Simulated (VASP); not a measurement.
# Pb (Fd-3m) in VASP: single point with PBEsol

Aim: the single point of Pb with PBEsol.

Everything below comes from runs of VASP 6.6.1. Logs are shortened: lines on timing, memory, paths and dates and some standing lists are left out, and cuts for length are marked.

### 1 The cell of the first run

It takes space group Fd-3m (No. 227, cubic). The conventional cell has a = 6.910 Å, b = 6.910 Å, c = 6.910 Å, α = 90.00°, β = 90.00°, γ = 90.00°. Pb (site symmetry -43m) has 4 Pb at 2.99 Å within 3.9 Å.

### 2 Single point, PBEsol

Contents of INCAR:

```
SYSTEM = Pb
ALGO = Fast ; EDIFF = 1E-6
ENCUT = 520 ; GGA = PS
ISIF = 2 ; ISMEAR = 0
LASPH = .TRUE. ; LCHARG = .FALSE.
LREAL = .FALSE. ; LWAVE = .FALSE.
NBANDS = 21 ; NELM = 100
PREC = Accurate ; SIGMA = 0.1
```

Contents of KPOINTS:

```
k-points
0
G
  14 14 14
  0 0 0
```

Contents of POSCAR:

```
Pb
1.0
    0.0000000000      3.4549238360      3.4549238360
    3.4549238360      0.0000000000      3.4549238360
    3.4549238360      3.4549238360      0.0000000000
Pb
2
Direct
    0.0000000000      0.0000000000      0.0000000000
    0.2500000000      0.2500000000      0.2500000000
```

Potentials or basis: VASP PAW PBE potentials, release 64 (Pb_d).

Launch:

```bash
$ cat potpaw_PBE.64/Pb_d/POTCAR > POTCAR
$ mpirun -np 1 vasp_std > vasp.out
```

OUTCAR:

```text
SYSTEM = Pb
   EDIFF = 1E-6
   ENCUT = 520
   GGA = PS
   ISIF = 2
   ISMEAR = 0
   LASPH = .TRUE.
   LREAL = .FALSE.
   NELM = 100
   PREC = Accurate

 ion  position               nearest neighbor table
   1  0.000  0.000  0.000-   2 2.99   2 2.99   2 2.99   2 2.99
   2  0.250  0.250  0.250-   1 2.99   1 2.99   1 2.99   1 2.99

  LATTYP: Found a face centered cubic cell.
 ALAT       =     6.9098476720

  Lattice vectors:

 A1 = (   0.0000000000,   3.4549238360,   3.4549238360)
 A2 = (   3.4549238360,   0.0000000000,   3.4549238360)
 A3 = (   3.4549238360,   3.4549238360,   0.0000000000)

Analysis of symmetry for initial positions (statically):
=====================================================================
 Subroutine PRICEL returns:
 Original cell was already a primitive cell.

 Routine SETGRP: Setting up the symmetry group for a
 face centered cubic supercell.

 Subroutine GETGRP returns: Found 48 space group operations
 (whereof 24 operations were pure point group operations)
 out of a pool of 48 trial point group operations.

The static configuration has the point symmetry T_d .
 The point group associated with its full space group is O_h .

Analysis of symmetry for dynamics (positions and initial velocities):
=====================================================================
 Subroutine PRICEL returns:
 Original cell was already a primitive cell.

 Routine SETGRP: Setting up the symmetry group for a
 face centered cubic supercell.

 Subroutine GETGRP returns: Found 48 space group operations
 (whereof 24 operations were pure point group operations)
 out of a pool of 48 trial point group operations.

The dynamic configuration has the point symmetry T_d .
 The point group associated with its full space group is O_h .

 Subroutine INISYM returns: Found 48 space group operations
 (whereof 24 operations are pure point group operations),
 and found     1 'primitive' translations

----------------------------------------------------------------------------------------

                                     Primitive cell

  volume of cell :      82.4794

  direct lattice vectors                    reciprocal lattice vectors
     0.000000000  3.454923836  3.454923836    -0.144720991  0.144720991  0.144720991
     3.454923836  0.000000000  3.454923836     0.144720991 -0.144720991  0.144720991
     3.454923836  3.454923836  0.000000000     0.144720991  0.144720991 -0.144720991

  length of vectors
     4.886000146  4.886000146  4.886000146     0.250664109  0.250664109  0.250664109

  position of ions in fractional coordinates (direct lattice)
     0.000000000  0.000000000  0.000000000
     0.250000000  0.250000000  0.250000000

  ion indices of the primitive-cell ions
   primitive index   ion index
                 1           1
                 2           2

----------------------------------------------------------------------------------------

 KPOINTS: k-points

Automatic generation of k-mesh.
 Grid dimensions read from file:
 generate k-points for:   14   14   14

 Generating k-lattice:

  Cartesian coordinates                     Fractional coordinates (reciprocal lattice)
    -0.010337214  0.010337214  0.010337214     0.071428571  0.000000000  0.000000000
     0.010337214 -0.010337214  0.010337214     0.000000000  0.071428571  0.000000000
     0.010337214  0.010337214 -0.010337214     0.000000000  0.000000000  0.071428571

  Length of vectors
     0.017904579  0.017904579  0.017904579

  Shift w.r.t. Gamma in fractional coordinates (k-lattice)
     0.000000000  0.000000000  0.000000000

 Subroutine IBZKPT returns following result:
 ===========================================

 Found    104 irreducible k-points:

 Following reciprocal coordinates:
            Coordinates               Weight
  0.000000  0.000000  0.000000      1.000000
  0.071429  0.000000  0.000000      8.000000
  0.142857  0.000000  0.000000      8.000000
  0.214286  0.000000  0.000000      8.000000
  0.285714  0.000000  0.000000      8.000000
  0.357143  0.000000  0.000000      8.000000
[... 16 lines left out ...]
  0.214286  0.142857  0.000000     24.000000
  0.285714  0.142857  0.000000     24.000000
 [... further k-points ...]
   k-points           NKPTS =    104   k-points in BZ     NKDIM =    104   number of bands    NBANDS=     21
   number of dos      NEDOS =    301   number of ions     NIONS =      2
   total plane-waves  NPLWV =  46656
   dimension x,y,z NGX =    36 NGY =   36 NGZ =   36
   dimension x,y,z NGXF=    72 NGYF=   72 NGZF=   72
   ions per type =               2
   NGX,Y,Z   is equivalent  to a cutoff of  12.25, 12.25, 12.25 a.u.
   NGXF,Y,Z  is equivalent  to a cutoff of  24.50, 24.50, 24.50 a.u.
 SYSTEM =  Pb
   PREC   = accura    normal or accurate (medium, high low for compatibility)
   ISTART =      0    job   : 0-new  1-cont  2-samecut
   ICHARG =      2    charge: 1-file 2-atom 10-const
   ISPIN  =      1    spin polarized calculation?
   LNONCOLLINEAR =      F non collinear calculations
   LSORBIT =      F    spin-orbit coupling
   LASPH  =      T    aspherical Exc in radial PAW
   ENCUT  =  520.0 eV  38.22 Ry    6.18 a.u.   9.08  9.08  9.08*2*pi/ulx,y,z
   NELM   =    100;   NELMIN=  2; NELMDL= -5     # of ELM steps
   EDIFF  = 0.1E-05   stopping-criterion for ELM
   LREAL  =      F    real-space projection
   EDIFFG = 0.1E-04   stopping-criterion for IOM
   NSW    =      0    number of steps for IOM
   IBRION =     -1    ionic relax: 0-MD 1-quasi-New 2-CG
   NFREE  =      0    steps in history (QN), initial steepest desc. (CG)
   ISIF   =      2    stress and relaxation
   ISYM   =      2    0-nonsym 1-usesym 2-fastsym
   POTIM  = 0.5000    time-step for ionic-motion
   TEBEG  =    0.0;   TEEND  =   0.0 temperature during run
   PSTRESS=    0.0 pullay stress
   NELECT =      28.0000    total number of electrons
   NUPDOWN=      -1.0000    fix difference up-down
   EMIN   =  10.00;   EMAX   =-10.00  energy-range for DOS
   EFERMI =   0.00;   METHOD = LEGACY
   ISMEAR =     0;   SIGMA  =   0.10  broadening in eV -4-tet -1-fermi 0-gaus
   EFERMI_NEDOS =   21; number of points for ismear=-14 and -15
   IALGO  =     68    algorithm
   IMIX   =      4    mixing-type and parameters
     AMIX     =   0.40;   BMIX     =  1.00
     AMIX_MAG =   1.60;   BMIX_MAG =  1.00
  volume/ion in A,a.u.               =      41.24       278.30
  Fermi-wavevector in a.u.,A,eV,Ry     =   1.142034  2.158131 17.745285  1.304242
  Thomas-Fermi vector in A             =   2.278733
   LORBIT       =      0    0 simple, 1 ext, 2 COOP (PROOUT), +10 PAW based schemes
   GGA     = PS    functional components
   LHFCALC =     F    Hartree Fock is set to
   AEXX    =    0.0000 exact exchange contribution
   IVDW    =     0    specifies the selected vdW correction
   LEPSILON=     F    determine dielectric tensor
   LRPA    =     F    only Hartree local field effects (RPA)
 non-spin polarized calculation
 RMM-DIIS sequential band-by-band and
 Gauss-broadening in eV      SIGMA  =   0.10
  energy-cutoff  :      520.00
  volume of cell :       82.48
 maximum number of plane-waves:      2252
   NGX = 19   NGY = 19   NGZ = 19

 number of electron      27.9999993 magnetization

 Free energy of the ion-electron system (eV)
  ---------------------------------------------------
  ext. energy  EPLUGINS =         0.00000000
  ---------------------------------------------------
  free energy    TOTEN  =        -7.34869036 eV

  energy without entropy =       -7.34533587  energy(sigma->0) =       -7.34701312

 E-fermi :   3.9707     XC(G=0):  -8.5594

 val. band max:        3.9314439748   @ k =  -0.3571   0.0714   0.0000
 cond. band min:       4.0094416422   @ k =   0.4286   0.0714   0.0000
 fundamental gap:      0.0779976674
 Fermi energy:         3.9707188647

 k-point     1 :       0.0000    0.0000    0.0000
  band No.  band energies     occupation
      1     -13.0640      2.00000
      2     -13.0640      2.00000
      3     -13.0640      2.00000
      4     -12.9882      2.00000
      5     -12.9882      2.00000
      6     -12.5705      2.00000
[... 13 lines left out ...]
     20      11.9623      0.00000
     21      11.9626      0.00000

 k-point     2 :       0.0714    0.0000    0.0000
  band No.  band energies     occupation
      1     -13.0699      2.00000
      2     -13.0699      2.00000
      3     -13.0628      2.00000
      4     -12.9801      2.00000
      5     -12.9801      2.00000
      6     -12.5825      2.00000
[... 13 lines left out ...]
     20      11.5913      0.00000
     21      11.6087      0.00000

 k-point     3 :       0.1429    0.0000    0.0000
  band No.  band energies     occupation
      1     -13.0819      2.00000
      2     -13.0819      2.00000
      3     -13.0595      2.00000
      4     -12.9622      2.00000
      5     -12.9622      2.00000
      6     -12.6009      2.00000
[... 13 lines left out ...]
     20      11.2283      0.00000
     21      11.2315      0.00000

 k-point     4 :       0.2143    0.0000    0.0000
  band No.  band energies     occupation
      1     -13.0934      2.00000
      2     -13.0934      2.00000
      3     -13.0546      2.00000
      4     -12.9427      2.00000
      5     -12.9427      2.00000
      6     -12.6179      2.00000
[... 13 lines left out ...]
     20      11.0823      0.00000
     21      11.0825      0.00000

 k-point     5 :       0.2857    0.0000    0.0000
  band No.  band energies     occupation
      1     -13.1020      2.00000
      2     -13.1020      2.00000
      3     -13.0489      2.00000
      4     -12.9262      2.00000
      5     -12.9262      2.00000
      6     -12.6309      2.00000
[... 13 lines left out ...]
     20      11.2047      0.00000
     21      11.2047      0.00000
[... 382 lines left out ...]
     20      11.1124      0.00000
     21      11.1949      0.00000

 k-point    22 :       0.1429    0.1429    0.0000
  band No.  band energies     occupation
      1     -13.0792      2.00000
      2     -13.0782      2.00000
      3     -13.0782      2.00000
      4     -12.9660      2.00000
      5     -12.9342      2.00000
      6     -12.6571      2.00000
[... 13 lines left out ...]
     20      10.1027      0.00000
     21      12.4301      0.00000

 k-point    23 :       0.2143    0.1429    0.0000
  band No.  band energies     occupation
      1     -13.0949      2.00000
      2     -13.0865      2.00000
      3     -13.0696      2.00000
      4     -12.9515      2.00000
      5     -12.9116      2.00000
      6     -12.6842      2.00000
[... 13 lines left out ...]
     20      10.0856      0.00000
     21      12.1857      0.00000

 k-point    24 :       0.2857    0.1429    0.0000
  band No.  band energies     occupation
      1     -13.1105      2.00000
      2     -13.0960      2.00000
      3     -13.0559      2.00000
      4     -12.9338      2.00000
      5     -12.8909      2.00000
      6     -12.7052      2.00000
[... 13 lines left out ...]
     20      10.7934      0.00000
     21      12.1052      0.00000

 [... further k-points ...]
[... 5 lines left out ...]
  --------------------------------------------------------------------------------------
  -------------------------------------------------------------------------------------
  Total       -0.0333806     -0.0333806     -0.0333806     -0.0000000     -0.0000000     -0.0000000
  in kB       -0.6484238     -0.6484238     -0.6484238     -0.0000000     -0.0000000     -0.0000000
  external PRESSURE =      -0.6484238 kB  Pullay stress =       0.0000000 kB

 VOLUME and BASIS-vectors are now :
 -----------------------------------------------------------------------------
  energy-cutoff  :      520.00
  volume of cell :       82.48
      direct lattice vectors                 reciprocal lattice vectors
     0.000000000  3.454923836  3.454923836    -0.144720991  0.144720991  0.144720991
     3.454923836  0.000000000  3.454923836     0.144720991 -0.144720991  0.144720991
     3.454923836  3.454923836  0.000000000     0.144720991  0.144720991 -0.144720991

 POSITION                                       TOTAL-FORCE (eV/Angst)
 -----------------------------------------------------------------------------------
      0.00000      0.00000      0.00000        -0.000000     -0.000000     -0.000000
      1.72746      1.72746      1.72746         0.000000      0.000000      0.000000
 -----------------------------------------------------------------------------------
    total drift:                                0.000000      0.000000      0.000000

  FREE ENERGIE OF THE ION-ELECTRON SYSTEM (eV)
  ---------------------------------------------------
  free  energy   TOTEN  =        -7.3486903562 eV

  energy  without entropy=       -7.3453358742  energy(sigma->0) =       -7.34701312
```

It took 3.7 min on 1 thread of AMD EPYC 7R13, shared host; peak memory 0.27 GiB.

What came out:

```
Free energy            : -7.3487 eV
Pressure               : -0.1 GPa
Band gap on the k mesh : zero (band 14 reaches 4.44 eV, above the bottom of band 15 at 3.31 eV)
```

Caveat: the PAW data sets were made with another functional, which shifts forces and pressure a little; spin-orbit coupling is left out, which moves the levels of the heavy elements.
